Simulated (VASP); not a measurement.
# Li2B (I4/mcm) in VASP: further runs

Li2B is run at these levels: PBE; tasks: single point, relaxation of cell and atoms.

All numbers are computed with VASP 6.6.1; they aren't measurements. Logs are shortened: lines on timing, memory, paths and dates and some standing lists are left out, and cuts for length are marked.

**1. The cell of the first run**

Symmetry: I4/mcm, No. 140, tetragonal system. Conventional cell: a = 6.393 Å, b = 6.393 Å, c = 3.262 Å, α = 90.00°, β = 90.00°, γ = 90.00°. Li (site symmetry m2m) has 7 Li at 2.32 to 2.87 Å and 4 B at 2.54 Å within 3.1 Å. Within 2.2 Å of B (site symmetry 422) lie 2 B at 1.63 Å.

The cell was generated, and may not be a known phase.

**2. Single point, PBE**

INCAR reads:

```
  ALGO = Fast
  EDIFF = 1E-6
  ENCUT = 520
  GGA = PE
  ISIF = 2
  ISMEAR = 0
  LASPH = T
  LCHARG = F
  LREAL = F
  LWAVE = F
  NBANDS = 18
  NELM = 80
  PREC = Accurate
  SIGMA = 0.1
```

KPOINTS reads:

```
k-points
0
Gamma
  14 14 14
```

POSCAR reads:

```
Li2B
1.0
   -3.1967186904      3.1967186904      1.6310542305
    3.1967186904     -3.1967186904      1.6310542305
    3.1967186904      3.1967186904     -1.6310542305
Li B
4 2
Direct
    0.8414599780      0.6585400220      0.5000000000
    0.3414599780      0.8414599780      0.1829199561
    0.1585400220      0.3414599780      0.5000000000
    0.6585400220      0.1585400220      0.8170800439
    0.7500000000      0.7500000000      0.0000000000
    0.2500000000      0.2500000000      0.0000000000
```

Potentials or basis: VASP PAW PBE potentials, release 64 (Li_sv, B).

Command:

```bash
> cat potpaw_PBE.64/Li_sv/POTCAR potpaw_PBE.64/B/POTCAR > POTCAR
> mpirun -np 1 vasp_std > vasp.out
```

OUTCAR:

```text
EDIFF = 1E-6
   ENCUT = 520
   GGA = PE
   ISIF = 2
   ISMEAR = 0
   LASPH = T
   LREAL = F
   NELM = 80
   PREC = Accurate

 ion  position               nearest neighbor table
   1  0.841  0.659  0.500-   3 2.32   3 2.32   4 2.60   2 2.60   4 2.60   2 2.60
   2  0.341  0.841  0.183-   4 2.32   4 2.32   1 2.60   3 2.60   3 2.60   1 2.60
   3  0.159  0.341  0.500-   1 2.32   1 2.32   2 2.60   4 2.60   4 2.60   2 2.60
   4  0.659  0.159  0.817-   2 2.32   2 2.32   1 2.60   3 2.60   1 2.60   3 2.60
   5  0.750  0.750  0.000-   6 1.63   6 1.63
   6  0.250  0.250  0.000-   5 1.63   5 1.63

  LATTYP: Found a body centered tetragonal cell.
 ALAT       =     6.3934373808
 C/A-ratio  =     0.5102276392

  Lattice vectors:

 A1 = (  -3.1967186904,   3.1967186904,   1.6310542305)
 A2 = (   3.1967186904,  -3.1967186904,   1.6310542305)
 A3 = (   3.1967186904,   3.1967186904,  -1.6310542305)

Analysis of symmetry for initial positions (statically):
=====================================================================
 Subroutine PRICEL returns:
 Original cell was already a primitive cell.

 Routine SETGRP: Setting up the symmetry group for a
 body centered tetragonal supercell.

 Subroutine GETGRP returns: Found 16 space group operations
 (whereof  8 operations were pure point group operations)
 out of a pool of 16 trial point group operations.

The static configuration has the point symmetry C_4h.
 The point group associated with its full space group is D_4h.

Analysis of symmetry for dynamics (positions and initial velocities):
=====================================================================
 Subroutine PRICEL returns:
 Original cell was already a primitive cell.

 Routine SETGRP: Setting up the symmetry group for a
 body centered tetragonal supercell.

 Subroutine GETGRP returns: Found 16 space group operations
 (whereof  8 operations were pure point group operations)
 out of a pool of 16 trial point group operations.

The dynamic configuration has the point symmetry C_4h.
 The point group associated with its full space group is D_4h.

 Subroutine INISYM returns: Found 16 space group operations
 (whereof  8 operations are pure point group operations),
 and found     1 'primitive' translations

----------------------------------------------------------------------------------------

                                     Primitive cell

  volume of cell :      66.6710

  direct lattice vectors                    reciprocal lattice vectors
    -3.196718690  3.196718690  1.631054230     0.000000000  0.156410385  0.306550200
     3.196718690 -3.196718690  1.631054230     0.156410385  0.000000000  0.306550200
     3.196718690  3.196718690 -1.631054230     0.156410385  0.156410385  0.000000000

  length of vectors
     4.806075184  4.806075184  4.806075184     0.344147110  0.344147110  0.221197687

  position of ions in fractional coordinates (direct lattice)
     0.841459978  0.658540022  0.500000000
     0.341459978  0.841459978  0.182919956
     0.158540022  0.341459978  0.500000000
     0.658540022  0.158540022  0.817080044
     0.750000000  0.750000000  0.000000000
     0.250000000  0.250000000  0.000000000

  ion indices of the primitive-cell ions
   primitive index   ion index
                 1           1
                 2           2
                 3           3
                 4           4
                 5           5
                 6           6

----------------------------------------------------------------------------------------

 KPOINTS: k-points

Automatic generation of k-mesh.
 Grid dimensions read from file:
 generate k-points for:   14   14   14

 Generating k-lattice:

  Cartesian coordinates                     Fractional coordinates (reciprocal lattice)
     0.000000000  0.011172170  0.021896443     0.071428571 -0.000000000  0.000000000
     0.011172170  0.000000000  0.021896443    -0.000000000  0.071428571  0.000000000
     0.011172170  0.011172170  0.000000000     0.000000000  0.000000000  0.071428571

  Length of vectors
     0.024581936  0.024581936  0.015799835

  Shift w.r.t. Gamma in fractional coordinates (k-lattice)
     0.000000000  0.000000000  0.000000000

 Subroutine IBZKPT returns following result:
 ===========================================

 Found    244 irreducible k-points:

 Following reciprocal coordinates:
            Coordinates               Weight
  0.000000  0.000000  0.000000      1.000000
  0.071429 -0.000000  0.000000      8.000000
  0.142857  0.000000  0.000000      8.000000
  0.214286  0.000000  0.000000      8.000000
  0.285714  0.000000  0.000000      8.000000
  0.357143  0.000000  0.000000      8.000000
[... 16 lines left out ...]
  0.214286  0.142857  0.000000     16.000000
  0.285714  0.142857  0.000000     16.000000
 [... further k-points ...]
   k-points           NKPTS =    244   k-points in BZ     NKDIM =    244   number of bands    NBANDS=     18
   number of dos      NEDOS =    301   number of ions     NIONS =      6
   total plane-waves  NPLWV =  46656
   dimension x,y,z NGX =    36 NGY =   36 NGZ =   36
   dimension x,y,z NGXF=    72 NGYF=   72 NGZF=   72
   ions per type =               4   2
   NGX,Y,Z   is equivalent  to a cutoff of  12.45, 12.45, 12.45 a.u.
   NGXF,Y,Z  is equivalent  to a cutoff of  24.91, 24.91, 24.91 a.u.
 SYSTEM =  unknown system
   PREC   = accura    normal or accurate (medium, high low for compatibility)
   ISTART =      0    job   : 0-new  1-cont  2-samecut
   ICHARG =      2    charge: 1-file 2-atom 10-const
   ISPIN  =      1    spin polarized calculation?
   LNONCOLLINEAR =      F non collinear calculations
   LSORBIT =      F    spin-orbit coupling
   LASPH  =      T    aspherical Exc in radial PAW
   ENCUT  =  520.0 eV  38.22 Ry    6.18 a.u.   8.94  8.94  8.94*2*pi/ulx,y,z
   NELM   =     80;   NELMIN=  2; NELMDL= -5     # of ELM steps
   EDIFF  = 0.1E-05   stopping-criterion for ELM
   LREAL  =      F    real-space projection
   EDIFFG = 0.1E-04   stopping-criterion for IOM
   NSW    =      0    number of steps for IOM
   IBRION =     -1    ionic relax: 0-MD 1-quasi-New 2-CG
   NFREE  =      0    steps in history (QN), initial steepest desc. (CG)
   ISIF   =      2    stress and relaxation
   ISYM   =      2    0-nonsym 1-usesym 2-fastsym
   POTIM  = 0.5000    time-step for ionic-motion
   TEBEG  =    0.0;   TEEND  =   0.0 temperature during run
   PSTRESS=    0.0 pullay stress
   NELECT =      18.0000    total number of electrons
   NUPDOWN=      -1.0000    fix difference up-down
   EMIN   =  10.00;   EMAX   =-10.00  energy-range for DOS
   EFERMI =   0.00;   METHOD = LEGACY
   ISMEAR =     0;   SIGMA  =   0.10  broadening in eV -4-tet -1-fermi 0-gaus
   EFERMI_NEDOS =   21; number of points for ismear=-14 and -15
   IALGO  =     68    algorithm
   IMIX   =      4    mixing-type and parameters
     AMIX     =   0.40;   BMIX     =  1.00
     AMIX_MAG =   1.60;   BMIX_MAG =  1.00
  volume/ion in A,a.u.               =      11.11        74.99
  Fermi-wavevector in a.u.,A,eV,Ry     =   1.058083  1.999488 15.232274  1.119541
  Thomas-Fermi vector in A             =   2.193380
   LORBIT       =      0    0 simple, 1 ext, 2 COOP (PROOUT), +10 PAW based schemes
   GGA     = PE    functional components
   LHFCALC =     F    Hartree Fock is set to
   AEXX    =    0.0000 exact exchange contribution
   IVDW    =     0    specifies the selected vdW correction
   LEPSILON=     F    determine dielectric tensor
   LRPA    =     F    only Hartree local field effects (RPA)
 non-spin polarized calculation
 RMM-DIIS sequential band-by-band and
 Gauss-broadening in eV      SIGMA  =   0.10
  energy-cutoff  :      520.00
  volume of cell :       66.67
 maximum number of plane-waves:      1822
   NGX = 17   NGY = 17   NGZ = 17

 number of electron      18.0000026 magnetization

 Free energy of the ion-electron system (eV)
  ---------------------------------------------------
  ext. energy  EPLUGINS =         0.00000000
  ---------------------------------------------------
  free energy    TOTEN  =       -20.79569057 eV

  energy without entropy =      -20.78767315  energy(sigma->0) =      -20.79168186

 E-fermi :   3.0653     XC(G=0):  -9.0387

 val. band max:        3.0520496949   @ k =  -0.4286   0.2143   0.0000
 cond. band min:       3.0679359759   @ k =   0.4286   0.3571   0.0000
 fundamental gap:      0.0158862810
 Fermi energy:         3.0653355745

 k-point     1 :       0.0000    0.0000    0.0000
  band No.  band energies     occupation
      1     -43.2345      2.00000
      2     -43.1621      2.00000
      3     -43.0935      2.00000
      4     -43.0935      2.00000
      5      -7.0016      2.00000
      6      -0.5562      2.00000
[... 10 lines left out ...]
     17       8.7219      0.00000
     18      11.4927      0.00000

 k-point     2 :       0.0714   -0.0000    0.0000
  band No.  band energies     occupation
      1     -43.2318      2.00000
      2     -43.1621      2.00000
      3     -43.0950      2.00000
      4     -43.0942      2.00000
      5      -6.9509      2.00000
      6      -0.7128      2.00000
[... 10 lines left out ...]
     17       9.6347      0.00000
     18      11.2538      0.00000

 k-point     3 :       0.1429    0.0000    0.0000
  band No.  band energies     occupation
      1     -43.2242      2.00000
      2     -43.1618      2.00000
      3     -43.0991      2.00000
      4     -43.0963      2.00000
      5      -6.7992      2.00000
      6      -1.1398      2.00000
[... 10 lines left out ...]
     17      10.4726      0.00000
     18      10.7541      0.00000

 k-point     4 :       0.2143    0.0000    0.0000
  band No.  band energies     occupation
      1     -43.2123      2.00000
      2     -43.1607      2.00000
      3     -43.1055      2.00000
      4     -43.1004      2.00000
      5      -6.5474      2.00000
      6      -1.7504      2.00000
[... 10 lines left out ...]
     17      10.2956      0.00000
     18      11.1750      0.00000

 k-point     5 :       0.2857    0.0000    0.0000
  band No.  band energies     occupation
      1     -43.1971      2.00000
      2     -43.1584      2.00000
      3     -43.1136      2.00000
      4     -43.1071      2.00000
      5      -6.1971      2.00000
      6      -2.4580      2.00000
[... 10 lines left out ...]
     17      10.7528      0.00000
     18      11.6337      0.00000

 k-point     6 :       0.3571    0.0000    0.0000
  band No.  band energies     occupation
      1     -43.1800      2.00000
      2     -43.1544      2.00000
      3     -43.1227      2.00000
      4     -43.1167      2.00000
      5      -5.7519      2.00000
      6      -3.1971      2.00000
[... 307 lines left out ...]
 k-point    21 :      -0.0714    0.0714    0.0000
  band No.  band energies     occupation
      1     -43.2337      2.00000
      2     -43.1632      2.00000
      3     -43.0935      2.00000
      4     -43.0933      2.00000
      5      -6.9972      2.00000
      6      -0.5885      2.00000
[... 10 lines left out ...]
     17       9.3450      0.00000
     18      11.6031      0.00000

 k-point    22 :       0.1429    0.1429    0.0000
  band No.  band energies     occupation
      1     -43.1992      2.00000
      2     -43.1567      2.00000
      3     -43.1102      2.00000
      4     -43.1101      2.00000
      5      -6.2152      2.00000
      6      -2.4412      2.00000
[... 10 lines left out ...]
     17      10.6199      0.00000
     18      11.1074      0.00000

 k-point    23 :       0.2143    0.1429    0.0000
  band No.  band energies     occupation
      1     -43.1824      2.00000
      2     -43.1531      2.00000
      3     -43.1198      2.00000
      4     -43.1185      2.00000
      5      -5.7787      2.00000
      6      -3.1699      2.00000
[... 10 lines left out ...]
     17      10.9751      0.00000
     18      11.7940      0.00000

 k-point    24 :       0.2857    0.1429    0.0000
  band No.  band energies     occupation
      1     -43.1644      2.00000
      2     -43.1483      2.00000
      3     -43.1305      2.00000
      4     -43.1289      2.00000
      5      -5.2519      2.00000
      6      -3.8863      2.00000
[... 10 lines left out ...]
     17      11.2885      0.00000
     18      12.2420      0.00000

 [... further k-points ...]

------------------------ aborting loop because EDIFF is reached ----------------------------------------

  FORCE on cell =-STRESS in cart. coord.  units (eV):
  Direction    XX          YY          ZZ          XY          YZ          ZX
  --------------------------------------------------------------------------------------
  -------------------------------------------------------------------------------------
  Total       -0.0487222     -0.0487222     -0.0560291      0.0000000     -0.0000000      0.0000000
  in kB       -1.1708482     -1.1708482     -1.3464392      0.0000000     -0.0000000      0.0000000
  external PRESSURE =      -1.2293786 kB  Pullay stress =       0.0000000 kB

 VOLUME and BASIS-vectors are now :
 -----------------------------------------------------------------------------
  energy-cutoff  :      520.00
  volume of cell :       66.67
      direct lattice vectors                 reciprocal lattice vectors
    -3.196718690  3.196718690  1.631054230     0.000000000  0.156410385  0.306550200
     3.196718690 -3.196718690  1.631054230     0.156410385  0.000000000  0.306550200
     3.196718690  3.196718690 -1.631054230     0.156410385  0.156410385  0.000000000

 POSITION                                       TOTAL-FORCE (eV/Angst)
 -----------------------------------------------------------------------------------
      1.01362      2.18310      1.63105         0.005353     -0.005353      0.000000
      2.18310     -1.01362      1.63105        -0.005353     -0.005353      0.000000
      2.18310      1.01362     -0.00000        -0.005353      0.005353      0.000000
      1.01362      4.21033      0.00000         0.005353      0.005353     -0.000000
      0.00000      0.00000      2.44658        -0.000000     -0.000000      0.000000
      0.00000      0.00000      0.81553        -0.000000     -0.000000      0.000000
 -----------------------------------------------------------------------------------
    total drift:                                0.000000      0.000000     -0.000000

  FREE ENERGIE OF THE ION-ELECTRON SYSTEM (eV)
  ---------------------------------------------------
  free  energy   TOTEN  =       -20.7956905713 eV

  energy  without entropy=      -20.7876731549  energy(sigma->0) =      -20.79168186
```

It took 6.2 min on 1 thread of AMD EPYC 9R45 (Zen 5), shared host; peak memory 0.33 GiB.

What came out:

| Quantity | Value |
| --- | --- |
| Free energy | -20.7957 eV |
| Largest force | 0.008 eV/Å |
| Band gap on the k mesh | zero (bands 9 and 10 overlap by 1.28 eV) |

Forces on the atoms (eV/Å):
```
Li   0.005 -0.005  0.000
Li  -0.005 -0.005  0.000
Li  -0.005  0.005  0.000
Li   0.005  0.005  0.000
B    0.000  0.000  0.000
B    0.000  0.000  0.000
```

Levels at points of the mesh, in eV from the Fermi level:
```
           k point  band 6  band 7  band 8  band 9  band 10  band 11  band 12  band 13
(0.00, 0.00, 0.00)   -3.62   -3.57   -3.57   -1.14     1.51     4.57     5.14     5.46
(0.50, 0.00, 0.00)   -7.67   -1.48   -1.48   -1.04    -1.04     2.09     2.09     4.12
(0.50, 0.50, 0.00)   -4.68   -3.63   -3.46   -0.01     1.83     3.04     4.16     4.94
(0.50, 0.50, 0.50)   -4.31   -4.31   -3.62   -1.83     3.09     5.57     5.57     6.25
```

Caveat: the cutoff is under 1.25 times the usual one of these potentials, so pressure, stress and relaxed cells hold a basis-set (Pulay) error.

**3. Relaxation of cell and atoms, PBE**

This run uses another cell than the first one, of 11.01 Å³/atom.

INCAR reads:

```
PREC     = Accurate       # precision mode
ENCUT    = 600            # plane-wave cutoff, eV
EDIFF    = 1E-6           # SCF threshold, eV
ISMEAR   = 0              # smearing method
SIGMA    = 0.1            # smearing width, eV
LREAL    = False          # projectors in reciprocal space
LASPH    = True           # aspherical terms in the spheres
NELM     = 100            # most SCF steps
ALGO     = Fast           # electronic algorithm
ISIF     = 3              # what is computed and relaxed
LWAVE    = False          # write WAVECAR
LCHARG   = False          # write CHGCAR
GGA      = PE             # functional
IBRION   = 2              # ionic algorithm
NSW      = 100            # ionic steps
EDIFFG   = -0.01          # ionic threshold
```

KPOINTS reads:

```
Automatic mesh
0
Gamma
  14 14 14
```

POSCAR reads:

```
Li2B
1.0
   -3.1770721265      3.1770721265      1.6355613259
    3.1770721265     -3.1770721265      1.6355613259
    3.1770721265      3.1770721265     -1.6355613259
Li B
4 2
Direct
    0.8412026228      0.6587973772      0.5000000000
    0.3412026228      0.8412026228      0.1824052455
    0.1587973772      0.3412026228      0.5000000000
    0.6587973772      0.1587973772      0.8175947545
    0.7500000000      0.7500000000      0.0000000000
    0.2500000000      0.2500000000      0.0000000000
```

Potentials or basis: VASP PAW PBE potentials, release 64 (Li_sv, B).

Command:

```bash
> cat potpaw_PBE.64/Li_sv/POTCAR potpaw_PBE.64/B/POTCAR > POTCAR
> mpirun -np 1 vasp_std > vasp.out
```

Run time: 12 min. Hardware: 1 thread of AMD EPYC 9R45 (Zen 5), shared host; peak memory 0.38 GiB.

It converged, with:

```yaml
Free_energy: -20.7966 eV
Relaxed_volume: 11.02 Å³/atom
Relaxed_cell: a = 4.789 Å, b = 4.789 Å, c = 4.789 Å, α = 96.66°, β = 96.66°, γ = 140.19°
Space_group_after_relaxing_to_0.1_Å: I4/mcm (No. 140)
Energy_gained_by_relaxing: 0.1 meV/atom
Ionic_steps: 4
Pressure_after_relaxing: 0.1 GPa
Largest_force_after_relaxing: 0.005 eV/Å
Band_gap_on_the_k_mesh: zero (bands 9 and 10 overlap by 1.30 eV)
```

Forces in eV/Å, atoms in the order of the input:
```
Li  -0.003  0.003  0.000
Li   0.003  0.003  0.000
Li   0.003 -0.003  0.000
Li  -0.003 -0.003  0.000
B    0.000  0.000  0.000
B    0.000  0.000  0.000
```

Step by step:
```
step  energy change (eV)  largest force (eV/Å)  pressure (GPa)  volume (Å³)
   1              0.0000                0.0106           -0.07        66.04
   2             -0.0007                0.0001            0.16        65.99
   3             -0.0007                0.0027            0.21        65.98
   4             -0.0009                0.0047            0.13        66.12
```

Final structure:
```cif
data_structure
_symmetry_space_group_name_H-M 'P 1'
_symmetry_Int_Tables_number 1
_cell_length_a 4.7891
_cell_length_b 4.7891
_cell_length_c 4.7891
_cell_angle_alpha 96.656
_cell_angle_beta 96.656
_cell_angle_gamma 140.192
_cell_volume 66.12
loop_
_atom_site_label
_atom_site_type_symbol
_atom_site_fract_x
_atom_site_fract_y
_atom_site_fract_z
_atom_site_occupancy
Li1 Li 0.84114 0.65886 0.50000 1
Li2 Li 0.34114 0.84114 0.18228 1
Li3 Li 0.15886 0.34114 0.50000 1
Li4 Li 0.65886 0.15886 0.81772 1
B1 B 0.75000 0.75000 0.00000 1
B2 B 0.25000 0.25000 0.00000 1
```

Levels at points of the mesh, in eV from the Fermi level:
```tsv
k point	band 6	band 7	band 8	band 9	band 10	band 11	band 12	band 13
(0.00, 0.00, 0.00)	-3.64	-3.59	-3.59	-1.12	1.53	4.65	5.14	5.62
(0.50, 0.00, 0.00)	-7.69	-1.50	-1.50	-1.06	-1.06	2.10	2.10	4.15
(0.50, 0.50, 0.00)	-4.70	-3.64	-3.48	0.00	1.88	3.07	4.13	4.90
(0.50, 0.50, 0.50)	-4.32	-4.32	-3.64	-1.84	3.05	5.64	5.64	6.34
```

Caveat: the cutoff is under 1.25 times the usual one of these potentials, so pressure, stress and relaxed cells hold a basis-set (Pulay) error.
